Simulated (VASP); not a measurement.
A run of VASP 6.6.1:

The input INCAR:

```
SYSTEM = NaCl
PREC = Accurate
ENCUT = 520
EDIFF = 1E-6
ISMEAR = 0
SIGMA = 0.1
LREAL = .FALSE.
LASPH = .TRUE.
NELM = 100
ALGO = Normal
ISIF = 2
LWAVE = .FALSE.
LCHARG = .TRUE.
GGA = PS
LELF = .TRUE.
LVHAR = .TRUE.
NBANDS = 14
```

KPOINTS

```
Automatic mesh
0
G
  6 6 6
  0 0 0
```

POSCAR

```
NaCl
1.0
    0.0000000000      2.6454494833      2.6454494833
    2.6454494833      0.0000000000      2.6454494833
    2.6454494833      2.6454494833      0.0000000000
Na Cl
1 1
Direct
    0.0000000000      0.0000000000      0.0000000000
    0.5000000000      0.5000000000      0.5000000000
```

Potentials or basis: VASP PAW PBE potentials, release 64 (Na_pv, Cl).

Command:

```sh
$ cat potpaw_PBE.64/Na_pv/POTCAR potpaw_PBE.64/Cl/POTCAR > POTCAR
$ mpirun -np 1 vasp_std > vasp.out
```

Hardware: 1 thread of Intel Xeon 8259CL, with other jobs on the host.

Question: Estimate the wall time of this run.

Answer: It took 10 s on 1 thread of Intel Xeon 8259CL, with other jobs on the host, peak memory 0.15 GiB. Counts: scf iterations 12, k points 16.
